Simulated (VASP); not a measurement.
The system is Fe.

```
CELL_PARAMETERS angstrom
4.25506 0.00000 0.00000
-2.12753 3.68499 0.00000
0.00000 0.00000 2.60854
ATOMIC_POSITIONS crystal
Fe 0.00000 0.00000 0.00000
Fe 0.33333 0.66667 0.50000
Fe 0.66667 0.33333 0.50000
```

- Program: VASP 6.6.1
- Task: relaxation of cell and atoms
- Functional: r2SCAN
- Potentials or basis: VASP PAW PBE potentials, release 64 (Fe)
- Cutoff: 600 eV
- k mesh: 6 × 6 × 6
- Occupations: gaussian, width 0.1 eV
- Spin: collinear spin, ferromagnetic start
- Starting moments: [3.49, 3.32, 3.32] μB

At the start: pressure -14.4 GPa; volume 13.63 Å³/atom.

Q: Where does the relaxation end?

A: Over 7 steps the energy falls by 129.4 meV/atom and the volume is 12.22 Å³/atom (-10.4 %); space group P6/mmm (No. 191, to 0.05 Å); moment 8.41 μB per cell.

Step by step:
```csv
step,energy change (eV),largest force (eV/Å),pressure (GPa),volume (Å³)
1,0.0000,0.0000,-14.44,40.90
2,-0.2461,0.0000,16.61,33.95
3,-0.3764,0.0000,2.45,36.18
4,-0.3832,0.0000,-0.50,36.78
5,-0.3881,0.0000,0.56,36.54
6,-0.3882,0.0000,-0.38,36.73
7,-0.3883,0.0000,0.03,36.65
```

Final structure:
```
Fe
1.0
     4.20876    0.00000    0.00000
    -2.10438    3.64489    0.00000
     0.00000    0.00000    2.38897
Fe
3
Direct
  0.00000 0.00000 0.00000
  0.33333 0.66667 0.50000
  0.66667 0.33333 0.50000
```

Caveat: the k points lie up to 0.44 Å⁻¹ apart in the final cell; the PAW data sets were made with another functional, which shifts forces and pressure a little.
